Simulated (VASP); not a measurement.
# Li2S (Fm-3m) in VASP: a series of runs, part 2 of 2

VASP 6.6.1. The steps go on from the part before.

## 3. Relaxation of cell and atoms, PBE

Input file INCAR:

```
ALGO     = Normal         # electronic algorithm
EDIFF    = 1E-7           # SCF threshold, eV
EDIFFG   = -0.005         # ionic threshold
ENCUT    = 750            # plane-wave cutoff, eV
GGA      = PE             # functional
GGA_COMPAT= False        
IBRION   = 2              # ionic algorithm
ISIF     = 3              # what is computed and relaxed
ISMEAR   = 0              # smearing method
LASPH    = True           # aspherical terms in the spheres
LCHARG   = False          # write CHGCAR
LREAL    = False          # projectors in reciprocal space
LWAVE    = False          # write WAVECAR
NELM     = 120            # most SCF steps
NELMIN   = 4            
NSW      = 100            # ionic steps
PREC     = Accurate       # precision mode
SIGMA    = 0.02           # smearing width, eV
```

Input file KPOINTS:

```
k-points
0
Gamma
  8 8 8
```

Input file POSCAR:

```
Li2S
1.0
    0.0000000000     -2.8540000000     -2.8540000000
    2.8540000000      0.0000000000     -2.8540000000
    2.8540000000     -2.8540000000      0.0000000000
Li S
2 1
Direct
    0.2500000000      0.2500000000      0.2500000000
    0.7500000000      0.7500000000      0.7500000000
    0.0000000000      0.0000000000      0.0000000000
```

Potentials or basis: VASP PAW PBE potentials, release 64 (Li_sv, S).

Launch:

```bash
> cat potpaw_PBE.64/Li_sv/POTCAR potpaw_PBE.64/S/POTCAR > POTCAR
> mpirun -np 1 vasp_std > vasp.out
```

OUTCAR:

```text
EDIFF = 1E-7
   EDIFFG = -0.005
   ENCUT = 750
   GGA = PE
   IBRION = 2
   ISIF = 3
   ISMEAR = 0
   LASPH = True
   LREAL = False
   NELM = 120
   NELMIN = 4
   NSW = 100
   PREC = Accurate

 ion  position               nearest neighbor table
   1  0.250  0.250  0.250-   3 2.47   3 2.47   3 2.47   3 2.47
   2  0.750  0.750  0.750-   3 2.47   3 2.47   3 2.47   3 2.47
   3  0.000  0.000  0.000-   2 2.47   2 2.47   2 2.47   1 2.47   2 2.47   1 2.47   1 2.47   1 2.47

  LATTYP: Found a face centered cubic cell.
 ALAT       =     5.7080000000

  Lattice vectors:

 A1 = (   0.0000000000,  -2.8540000000,  -2.8540000000)
 A2 = (   2.8540000000,   0.0000000000,  -2.8540000000)
 A3 = (   2.8540000000,  -2.8540000000,   0.0000000000)

Analysis of symmetry for initial positions (statically):
=====================================================================
 Subroutine PRICEL returns:
 Original cell was already a primitive cell.

 Routine SETGRP: Setting up the symmetry group for a
 face centered cubic supercell.

 Subroutine GETGRP returns: Found 48 space group operations
 (whereof 48 operations were pure point group operations)
 out of a pool of 48 trial point group operations.

The static configuration has the point symmetry O_h .

Analysis of symmetry for dynamics (positions and initial velocities):
=====================================================================
 Subroutine PRICEL returns:
 Original cell was already a primitive cell.

 Routine SETGRP: Setting up the symmetry group for a
 face centered cubic supercell.

 Subroutine GETGRP returns: Found 48 space group operations
 (whereof 48 operations were pure point group operations)
 out of a pool of 48 trial point group operations.

The dynamic configuration has the point symmetry O_h .

 Subroutine INISYM returns: Found 48 space group operations
 (whereof 48 operations are pure point group operations),
 and found     1 'primitive' translations

----------------------------------------------------------------------------------------

                                     Primitive cell

  volume of cell :      46.4935

  direct lattice vectors                    reciprocal lattice vectors
     0.000000000 -2.854000000 -2.854000000    -0.175192712 -0.175192712 -0.175192712
     2.854000000  0.000000000 -2.854000000     0.175192712  0.175192712 -0.175192712
     2.854000000 -2.854000000  0.000000000     0.175192712 -0.175192712  0.175192712

  length of vectors
     4.036165507  4.036165507  4.036165507     0.303442678  0.303442678  0.303442678

  position of ions in fractional coordinates (direct lattice)
     0.250000000  0.250000000  0.250000000
     0.750000000  0.750000000  0.750000000
     0.000000000  0.000000000  0.000000000

  ion indices of the primitive-cell ions
   primitive index   ion index
                 1           1
                 2           2
                 3           3

----------------------------------------------------------------------------------------
[... 51 lines left out ...]
 [... further k-points ...]
   k-points           NKPTS =     29   k-points in BZ     NKDIM =     29   number of bands    NBANDS=     10
   number of dos      NEDOS =    301   number of ions     NIONS =      3
   total plane-waves  NPLWV =  46656
   dimension x,y,z NGX =    36 NGY =   36 NGZ =   36
   dimension x,y,z NGXF=    72 NGYF=   72 NGZF=   72
   ions per type =               2   1
   NGX,Y,Z   is equivalent  to a cutoff of  14.83, 14.83, 14.83 a.u.
   NGXF,Y,Z  is equivalent  to a cutoff of  29.66, 29.66, 29.66 a.u.
 SYSTEM =  unknown system
   PREC   = accura    normal or accurate (medium, high low for compatibility)
   ISTART =      0    job   : 0-new  1-cont  2-samecut
   ICHARG =      2    charge: 1-file 2-atom 10-const
   ISPIN  =      1    spin polarized calculation?
   LNONCOLLINEAR =      F non collinear calculations
   LSORBIT =      F    spin-orbit coupling
   LASPH  =      T    aspherical Exc in radial PAW
   ENCUT  =  750.0 eV  55.12 Ry    7.42 a.u.   9.01  9.01  9.01*2*pi/ulx,y,z
   NELM   =    120;   NELMIN=  4; NELMDL= -5     # of ELM steps
   EDIFF  = 0.1E-06   stopping-criterion for ELM
   LREAL  =      F    real-space projection
   EDIFFG = -.5E-02   stopping-criterion for IOM
   NSW    =    100    number of steps for IOM
   IBRION =      2    ionic relax: 0-MD 1-quasi-New 2-CG
   NFREE  =      1    steps in history (QN), initial steepest desc. (CG)
   ISIF   =      3    stress and relaxation
   ISYM   =      2    0-nonsym 1-usesym 2-fastsym
   POTIM  = 0.5000    time-step for ionic-motion
   TEBEG  =    0.0;   TEEND  =   0.0 temperature during run
   PSTRESS=    0.0 pullay stress
   NELECT =      12.0000    total number of electrons
   NUPDOWN=      -1.0000    fix difference up-down
   EMIN   =  10.00;   EMAX   =-10.00  energy-range for DOS
   EFERMI =   0.00;   METHOD = LEGACY
   ISMEAR =     0;   SIGMA  =   0.02  broadening in eV -4-tet -1-fermi 0-gaus
   EFERMI_NEDOS =   21; number of points for ismear=-14 and -15
   IALGO  =     38    algorithm
   IMIX   =      4    mixing-type and parameters
     AMIX     =   0.40;   BMIX     =  1.00
     AMIX_MAG =   1.60;   BMIX_MAG =  1.00
  volume/ion in A,a.u.               =      15.50       104.58
  Fermi-wavevector in a.u.,A,eV,Ry     =   1.042328  1.969715 14.782032  1.086449
  Thomas-Fermi vector in A             =   2.176989
   LORBIT       =      0    0 simple, 1 ext, 2 COOP (PROOUT), +10 PAW based schemes
   GGA     = PE    functional components
   LHFCALC =     F    Hartree Fock is set to
   AEXX    =    0.0000 exact exchange contribution
   IVDW    =     0    specifies the selected vdW correction
   LEPSILON=     F    determine dielectric tensor
   LRPA    =     F    only Hartree local field effects (RPA)
 conjugate gradient relaxation of ions
 non-spin polarized calculation
 Gauss-broadening in eV      SIGMA  =   0.02
  energy-cutoff  :      750.00
  volume of cell :       46.49
 maximum number of plane-waves:      2200
   NGX = 17   NGY = 17   NGZ = 17

--------------------------------------- Ionic step        1  -------------------------------------------

 number of electron      11.9999999 magnetization

 Free energy of the ion-electron system (eV)
  ---------------------------------------------------
  ext. energy  EPLUGINS =         0.00000000
  ---------------------------------------------------
  free energy    TOTEN  =       -11.99503192 eV

  energy without entropy =      -11.99503192  energy(sigma->0) =      -11.99503192

------------------------ aborting loop because EDIFF is reached ----------------------------------------

  FORCE on cell =-STRESS in cart. coord.  units (eV):
  Direction    XX          YY          ZZ          XY          YZ          ZX
  --------------------------------------------------------------------------------------
  -------------------------------------------------------------------------------------
  Total       -0.0506955     -0.0506955     -0.0506955     -0.0000000     -0.0000000     -0.0000000
  in kB       -1.7469813     -1.7469813     -1.7469813     -0.0000000     -0.0000000     -0.0000000
  external PRESSURE =      -1.7469813 kB  Pullay stress =       0.0000000 kB
[... 61 lines left out ...]
--------------------------------------- Ionic step        3  -------------------------------------------

 number of electron      11.9999998 magnetization

 Free energy of the ion-electron system (eV)
  ---------------------------------------------------
  ext. energy  EPLUGINS =         0.00000000
  ---------------------------------------------------
  free energy    TOTEN  =       -11.99514197 eV

  energy without entropy =      -11.99514197  energy(sigma->0) =      -11.99514197

 E-fermi :   1.5785     XC(G=0):  -8.5044

 val. band max:        1.4571716878   @ k =   0.0000   0.0000   0.0000
 cond. band min:       4.8478659665   @ k =   0.5000   0.5000   0.0000
 fundamental gap:      3.3906942787
 Fermi energy:         1.5785147145

 k-point     1 :       0.0000    0.0000    0.0000
  band No.  band energies     occupation
      1     -42.7147      2.00000
      2     -42.6723      2.00000
      3      -9.5652      2.00000
      4       1.4572      2.00000
      5       1.4572      2.00000
      6       1.4572      2.00000
      7       5.7223      0.00000
      8       7.6871      0.00000
      9       7.6871      0.00000
     10       7.6871      0.00000
[... 287 lines left out ...]
 k-point    24 :      -0.3750    0.2500    0.1250
  band No.  band energies     occupation
      1     -42.6926      2.00000
      2     -42.6926      2.00000
      3      -9.0655      2.00000
      4      -1.1161      2.00000
      5       0.2155      2.00000
      6       0.5553      2.00000
      7       7.3197      0.00000
      8       8.0986      0.00000
      9       9.8091      0.00000
     10      10.4484      0.00000

 [... further k-points ...]
[... 5 lines left out ...]
  --------------------------------------------------------------------------------------
  -------------------------------------------------------------------------------------
  Total        0.0005621      0.0005621      0.0005621     -0.0000000      0.0000000      0.0000000
  in kB        0.0194550      0.0194550      0.0194550     -0.0000000      0.0000000      0.0000000
  external PRESSURE =       0.0194550 kB  Pullay stress =       0.0000000 kB
[... 18 lines left out ...]
  FREE ENERGIE OF THE ION-ELECTRON SYSTEM (eV)
  ---------------------------------------------------
  free  energy   TOTEN  =       -11.9951419711 eV

  energy  without entropy=      -11.9951419711  energy(sigma->0) =      -11.99514197

 reached required accuracy - stopping structural energy minimisation
```

Wall time 62 s (1 thread of AMD EPYC 7R43 (Zen 3), shared host); peak memory 0.18 GiB.

What came out:

- Free energy: -11.9951 eV
- Relaxed volume: 15.43 Å³/atom
- Relaxed cell: a = 4.030 Å, b = 4.030 Å, c = 4.030 Å, α = 60.00°, β = 60.00°, γ = 60.00°
- Space group after relaxing (to 0.1 Å): Fm-3m (No. 225)
- Energy gained by relaxing: 0.0 meV/atom
- Ionic steps: 3
- Pressure after relaxing: 0.0 GPa
- Band gap on the k mesh: 3.39 eV (least direct gap 4.27 eV)

Step by step:
```tsv
step	energy change (eV)	largest force (eV/Å)	pressure (GPa)	volume (Å³)
1	0.0000	0.0000	-0.17	46.49
2	-0.0001	0.0000	-0.08	46.38
3	-0.0001	0.0000	0.00	46.29
```

Final structure:
```
Li S
1.0
     0.00000   -2.84984   -2.84984
     2.84984    0.00000   -2.84984
     2.84984   -2.84984    0.00000
Li S
2 1
Direct
  0.25000 0.25000 0.25000
  0.75000 0.75000 0.75000
  0.00000 0.00000 0.00000
```
